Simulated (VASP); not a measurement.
# HfB2 (P-1) in VASP: further runs

The runs below take HfB2 through electric field gradients, with PBE.

Everything below comes from runs of VASP 6.6.1. Logs are shortened: lines on timing, memory, paths and dates and some standing lists are left out, and cuts for length are marked.

## 1. The cell of the first run

The typed cell holds 3 atoms: a = 3.140 Å, b = 3.113 Å, c = 3.480 Å, α = 89.57°, β = 88.85°, γ = 119.13°.

## 2. Electric field gradients, PBE (equal xy, yz and zx shear strains of +2 %)

INCAR reads:

```
PREC     = Accurate       # precision mode
ENCUT    = 520            # plane-wave cutoff, eV
EDIFF    = 1E-8           # SCF threshold, eV
ISMEAR   = -1             # smearing method
SIGMA    = 0.05           # smearing width, eV
LREAL    = False          # projectors in reciprocal space
LASPH    = True           # aspherical terms in the spheres
NELM     = 100            # most SCF steps
ALGO     = Normal         # electronic algorithm
ISIF     = 2              # what is computed and relaxed
LWAVE    = False          # write WAVECAR
LCHARG   = False          # write CHGCAR
GGA      = PE             # functional
LEFG     = True         
NBANDS   = 15             # bands
```

KPOINTS reads:

```
regular mesh
0
Gamma
  13 13 11
```

POSCAR reads:

```
HfB2
1.0
    3.1400001005      0.0314000010      0.0314000010
   -1.5428068518      2.7036198544      0.0114931980
    0.0348000000      0.0348000000      3.4800000000
Hf B
1 2
Direct
    0.0000000000      0.0000000000      0.0000000000
    0.3333333333      0.6666666667      0.5000000000
    0.6666666667      0.3333333333      0.5000000000
```

Potentials or basis: VASP PAW PBE potentials, release 64 (Hf_pv, B).

Launch:

```
cat potpaw_PBE.64/Hf_pv/POTCAR potpaw_PBE.64/B/POTCAR > POTCAR
mpirun -np 1 vasp_std > vasp.out
```

OUTCAR:

```text
PREC = Accurate
   ENCUT = 520
   EDIFF = 1E-8
   ISMEAR = -1
   LREAL = False
   LASPH = True
   NELM = 100
   ISIF = 2
   GGA = PE

 ion  position               nearest neighbor table
   1  0.000  0.000  0.000-   2 2.49   3 2.49   3 2.49   2 2.49   3 2.49   2 2.49   2 2.51   3 2.51
                             3 2.54   2 2.54   3 2.56   2 2.56
   2  0.333  0.667  0.500-   3 1.80   3 1.81   3 1.83   1 2.49   1 2.49   1 2.49   1 2.51   1 2.54
                             1 2.56
   3  0.667  0.333  0.500-   2 1.80   2 1.81   2 1.83   1 2.49   1 2.49   1 2.49   1 2.51   1 2.54
                             1 2.56

  LATTYP: Found a triclinic cell.
 ALAT       =     8.8361813540
 B/A-ratio  =     1.0115271760
 C/A-ratio  =     0.8653169296
 COS(alpha) =     0.0041657191
 COS(beta)  =     0.5097732902
 COS(gamma) =     0.8610173440

  Lattice vectors:

 A1 = (  -4.7524069523,   2.6026198534,  -6.9799068030)
 A2 = (  -6.2604138041,   5.3410397078,  -3.4884136050)
 A3 = (   1.4732068518,  -2.7732198544,  -6.9714931980)

Analysis of symmetry for initial positions (statically):
=====================================================================
 Subroutine PRICEL returns:
 Original cell was already a primitive cell.

 Routine SETGRP: Setting up the symmetry group for a
 triclinic supercell.

 Subroutine GETGRP returns: Found  2 space group operations
 (whereof  2 operations were pure point group operations)
 out of a pool of  2 trial point group operations.

The static configuration has the point symmetry S_2 .

Analysis of symmetry for dynamics (positions and initial velocities):
=====================================================================
 Subroutine PRICEL returns:
 Original cell was already a primitive cell.

 Routine SETGRP: Setting up the symmetry group for a
 triclinic supercell.

 Subroutine GETGRP returns: Found  2 space group operations
 (whereof  2 operations were pure point group operations)
 out of a pool of  2 trial point group operations.

The dynamic configuration has the point symmetry S_2 .

 Subroutine INISYM returns: Found  2 space group operations
 (whereof  2 operations are pure point group operations),
 and found     1 'primitive' translations

----------------------------------------------------------------------------------------

                                     Primitive cell

  volume of cell :      29.7057

  direct lattice vectors                    reciprocal lattice vectors
     3.140000101  0.031400001  0.031400001     0.316713553  0.180752118 -0.004974657
    -1.542806852  2.703619854  0.011493198    -0.003641701  0.367811847 -0.003641701
     0.034800000  0.034800000  3.480000000    -0.002845676 -0.002845676  0.287413235

  length of vectors
     3.140314085  3.112867712  3.480347983     0.364696517  0.367847902  0.287441409

  position of ions in fractional coordinates (direct lattice)
     0.000000000  0.000000000  0.000000000
     0.333333333  0.666666667  0.500000000
     0.666666667  0.333333333  0.500000000

  ion indices of the primitive-cell ions
   primitive index   ion index
                 1           1
                 2           2
                 3           3

----------------------------------------------------------------------------------------

 KPOINTS: regular mesh

Automatic generation of k-mesh.
 Grid dimensions read from file:
 generate k-points for:   13   13   11

 Generating k-lattice:

  Cartesian coordinates                     Fractional coordinates (reciprocal lattice)
     0.024362581  0.013904009 -0.000382666     0.076923077 -0.000000000  0.000000000
    -0.000280131  0.028293219 -0.000280131    -0.000000000  0.076923077  0.000000000
    -0.000258698 -0.000258698  0.026128476    -0.000000000  0.000000000  0.090909091

  Length of vectors
[... 44 lines left out ...]
   NGXF,Y,Z  is equivalent  to a cutoff of  25.41, 25.63, 26.75 a.u.
 SYSTEM =  unknown system
   PREC   = accura    normal or accurate (medium, high low for compatibility)
   ISTART =      0    job   : 0-new  1-cont  2-samecut
   ICHARG =      2    charge: 1-file 2-atom 10-const
   ISPIN  =      1    spin polarized calculation?
   LNONCOLLINEAR =      F non collinear calculations
   LSORBIT =      F    spin-orbit coupling
   LASPH  =      T    aspherical Exc in radial PAW
   ENCUT  =  520.0 eV  38.22 Ry    6.18 a.u.   5.84  5.79  6.47*2*pi/ulx,y,z
   NELM   =    100;   NELMIN=  2; NELMDL= -5     # of ELM steps
   EDIFF  = 0.1E-07   stopping-criterion for ELM
   LREAL  =      F    real-space projection
   EDIFFG = 0.1E-06   stopping-criterion for IOM
   NSW    =      0    number of steps for IOM
   IBRION =     -1    ionic relax: 0-MD 1-quasi-New 2-CG
   NFREE  =      0    steps in history (QN), initial steepest desc. (CG)
   ISIF   =      2    stress and relaxation
   ISYM   =      2    0-nonsym 1-usesym 2-fastsym
   POTIM  = 0.5000    time-step for ionic-motion
   TEBEG  =    0.0;   TEEND  =   0.0 temperature during run
   PSTRESS=    0.0 pullay stress
   NELECT =      16.0000    total number of electrons
   NUPDOWN=      -1.0000    fix difference up-down
   EMIN   =  10.00;   EMAX   =-10.00  energy-range for DOS
   EFERMI =   0.00;   METHOD = LEGACY
   ISMEAR =    -1;   SIGMA  =   0.05  broadening in eV -4-tet -1-fermi 0-gaus
   EFERMI_NEDOS =   21; number of points for ismear=-14 and -15
   IALGO  =     38    algorithm
   IMIX   =      4    mixing-type and parameters
     AMIX     =   0.40;   BMIX     =  1.00
     AMIX_MAG =   1.60;   BMIX_MAG =  1.00
  volume/ion in A,a.u.               =       9.90        66.82
  Fermi-wavevector in a.u.,A,eV,Ry     =   1.331992  2.517100 24.139488  1.774202
  Thomas-Fermi vector in A             =   2.460961
   LORBIT       =      0    0 simple, 1 ext, 2 COOP (PROOUT), +10 PAW based schemes
   GGA     = PE    functional components
[... 5 lines left out ...]
 non-spin polarized calculation
  energy-cutoff  :      520.00
  volume of cell :       29.71
 maximum number of plane-waves:       816
   NGX = 11   NGY = 11   NGZ = 13

 number of electron      15.9999999 magnetization

 Free energy of the ion-electron system (eV)
  ---------------------------------------------------
  ext. energy  EPLUGINS =         0.00000000
  ---------------------------------------------------
  free energy    TOTEN  =       -26.37288601 eV

  energy without entropy =      -26.37097952  energy(sigma->0) =      -26.37193276

 E-fermi :   7.7535     XC(G=0): -12.5972

 val. band max:        7.7395938446   @ k =  -0.4615   0.3077  -0.0000
 cond. band min:       7.7592815439   @ k =   0.0769  -0.0000   0.2727
 fundamental gap:      0.0196876993
 Fermi energy:         7.7535400059

 k-point     1 :       0.0000    0.0000    0.0000
  band No.  band energies     occupation
      1     -22.9594      2.00000
      2     -22.4813      2.00000
      3     -22.4412      2.00000
      4      -6.0821      2.00000
      5       4.6317      2.00000
      6       4.7031      2.00000
      7       4.8821      2.00000
      8       4.8966      2.00000
      9      11.5307      0.00000
     10      11.6587      0.00000
     11      12.3083      0.00000
     12      12.3931      0.00000
     13      12.5143      0.00000
     14      12.6696      0.00000
[... 401 lines left out ...]
      2     -22.8608      2.00000
      3     -22.6420      2.00000
      4      -3.9406      2.00000
      5       1.2300      2.00000
      6       3.0120      2.00000
      7       3.9525      2.00000
      8       6.7299      2.00000
      9       8.5029      0.00000
     10       9.3233      0.00000
     11      12.7915      0.00000
     12      13.8785      0.00000
     13      14.7018      0.00000
     14      15.5585      0.00000
     15      17.3149      0.00000

 [... further k-points ...]

------------------------ aborting loop because EDIFF is reached ----------------------------------------

  FORCE on cell =-STRESS in cart. coord.  units (eV):
  Direction    XX          YY          ZZ          XY          YZ          ZX
  --------------------------------------------------------------------------------------
  -------------------------------------------------------------------------------------
  Total        0.2236501      0.2277054      0.2959981     -0.9886812     -0.9645971     -0.9656496
  in kB       12.0625722     12.2812971     15.9646638    -53.3245374    -52.0255628    -52.0823286
  external PRESSURE =      13.4361777 kB  Pullay stress =       0.0000000 kB

 VOLUME and BASIS-vectors are now :
 -----------------------------------------------------------------------------
  energy-cutoff  :      520.00
  volume of cell :       29.71
      direct lattice vectors                 reciprocal lattice vectors
     3.140000101  0.031400001  0.031400001     0.316713553  0.180752118 -0.004974657
    -1.542806852  2.703619854  0.011493198    -0.003641701  0.367811847 -0.003641701
     0.034800000  0.034800000  3.480000000    -0.002845676 -0.002845676  0.287413235

 POSITION                                       TOTAL-FORCE (eV/Angst)
 -----------------------------------------------------------------------------------
      0.00000      0.00000      0.00000         0.000000      0.000000     -0.000000
      0.03553      1.83028      1.75813         0.020073      0.005939     -0.005905
      1.59646      0.93954      1.76476        -0.020073     -0.005939      0.005905
 -----------------------------------------------------------------------------------
    total drift:                               -0.000000      0.000000      0.000000

  FREE ENERGIE OF THE ION-ELECTRON SYSTEM (eV)
  ---------------------------------------------------
  free  energy   TOTEN  =       -26.3728860091 eV

  energy  without entropy=      -26.3709795183  energy(sigma->0) =      -26.37193276

 Electric field gradients (V/A^2)
---------------------------------------------------------------------
 ion       V_xx      V_yy      V_zz      V_xy      V_xz      V_yz
---------------------------------------------------------------------
   1     -38.206   -37.863    76.069    19.997    41.135    41.158
   2      -0.768    -0.747     1.515     1.040     0.776     0.777
   3      -0.768    -0.747     1.515     1.040     0.776     0.777
---------------------------------------------------------------------

 Electric field gradients after diagonalization (V/A^2)
 (convention: |V_zz| > |V_xx| > |V_yy|)
----------------------------------------------------------------------
 ion       V_xx      V_yy      V_zz     asymmetry (V_yy - V_xx)/ V_zz
----------------------------------------------------------------------
   1     -58.033   -45.816   103.849       0.118
   2      -1.798    -0.361     2.158       0.666
   3      -1.798    -0.361     2.158       0.666
----------------------------------------------------------------------

           NMR quadrupolar parameters

 Cq : quadrupolar parameter    Cq=e*Q*V_zz/h
 eta: asymmetry parameters     (V_yy - V_xx)/ V_zz
 Q  : nuclear electric quadrupole moment in mb (millibarn)
----------------------------------------------------------------------
 ion       Cq(MHz)       eta       Q (mb)
----------------------------------------------------------------------
   1       0.251       0.118       1.000
   2       0.005       0.666       1.000
   3       0.005       0.666       1.000
----------------------------------------------------------------------
```

Run time: 2.4 min. Hardware: 1 thread of Intel Xeon 6975P-C (Granite Rapids), shared host; peak memory 0.49 GiB.

Results:

```yaml
Free_energy: -26.3729 eV
Pressure: 1.3 GPa
Largest_force: 0.022 eV/Å
Band_gap_on_the_k_mesh: zero (bands 8 and 9 overlap by 0.97 eV)
Largest_electric_field_gradient_by_atom: Hf +103.8; B +2.2 V/Å²
```

Forces in eV/Å, atoms in the order of the input:
```
Hf   0.000  0.000  0.000
B    0.020  0.006 -0.006
B   -0.020 -0.006  0.006
```

Electric field gradients, principal values (V/Å²):
| atom | least | middle | greatest (by size) |
| --- | --- | --- | --- |
| 1 Hf | -45.816 | -58.033 | 103.849 |
| 2 B | -0.361 | -1.798 | 2.158 |
| 3 B | -0.361 | -1.798 | 2.158 |

Caveat: the cell differs from its parent crystal (equal xy, yz and zx shear strains of +2 %); without QUAD_EFG the Cq values of the log hold for a quadrupole moment of 1 mb, not for the nuclei; spin-orbit coupling is left out, which moves the levels of the heavy elements.

(Continued in part 2 of 2.)
